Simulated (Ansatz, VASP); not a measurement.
**One calculation of Co, two programs**

Contents of INCAR:

```
SYSTEM = Co
ALGO = Normal ; EDIFF = 1E-7
ENCUT = 520 ; GGA = PE
ISIF = 2 ; ISMEAR = -1
ISPIN = 2 ; LASPH = .True.
LCHARG = .True. ; LELF = .True.
LMAXMIX = 4 ; LORBIT = 11
LREAL = .False. ; LVHAR = .True.
LWAVE = .False. ; MAGMOM = 2 2
NBANDS = 20 ; NELM = 150
PREC = Accurate ; SIGMA = 0.08
```

The input KPOINTS:

```
k-points
0
Gamma
  15 15 8
  0 0 0
```

The input POSCAR:

```
Co
1.0
    2.2085412252      0.0000000000      0.0000000000
   -1.1042706126      1.9126528064      0.0000000000
    0.0000000000      0.0000000000      3.6078110103
Co
2
Direct
    0.6666666667      0.3333333333      0.2598610000
    0.3333333333      0.6666666667      0.7401390000
```

Input for Ansatz:

```yaml
crystal:
  lattice:
    - [2.2085412252, 0.0, 0.0]
    - [-1.1042706126, 1.9126528064, 0.0]
    - [0.0, 0.0, 3.6078110103]
  atoms:
    - { symbol: Co, position: [0.6666666667, 0.3333333333, 0.259861], spin: 2.0 }
    - { symbol: Co, position: [0.3333333333, 0.6666666667, 0.740139], spin: 2.0 }
magnetization:
  spin_polarized: true
kpoints:
  mp_grid: { grid: [15, 15, 8] }
scf:
  occupations: { method: fermi_dirac, width: 0.08 }
  lower_state_search: "off"
hamiltonian:
  xc: pbe
  pseudopotentials: { kind: all_electron, lapw: { basis_error: 0.001 } }
output:
  forces: true
  stress: true
  eigenvalues: false
  populations: true
```

Change from the starting cell: volume scaled by 0.7, LAPW.

Alike in both runs: task single point; functional PBE; k mesh 15 × 15 × 8; occupations fermi-dirac, width 0.08 eV; collinear spin.

|  | VASP | Ansatz |
| --- | --- | --- |
| version | VASP 6.6.1 | Ansatz 0.2.0 |
| potentials or method | VASP PAW PBE potentials, release 64 (Co), cutoff 520 eV | all-electron LAPW, scalar-relativistic |

VASP gave:

- pressure (GPa): 158.6
- traceless stress, the component that is largest in VASP (GPa): -4.22
- rms of the force components (eV/Å): 1.331
- net moment per atom (μB): 0.41
- size of the moment on the site where the two differ most (μB): 0.39

Question: Which values does Ansatz return?

Answer: Pressure (GPa): 161.9; traceless stress, the component that is largest in VASP (GPa): -4.23; rms of the force components (eV/Å): 1.346; net moment per atom (μB): 0.45; size of the moment on the site where the two differ most (μB): 0.46.

Site moments also hang on the region over which each program counts them. Atom by atom the forces differ by 0.015 eV/Å (rms over components). Both programs put the cell under a high pressure, so it lies far from rest at this level. Ansatz ran all-electron here, and VASP with PAW potentials.

Noted on VASP's run: the cell as given lies far from equilibrium.
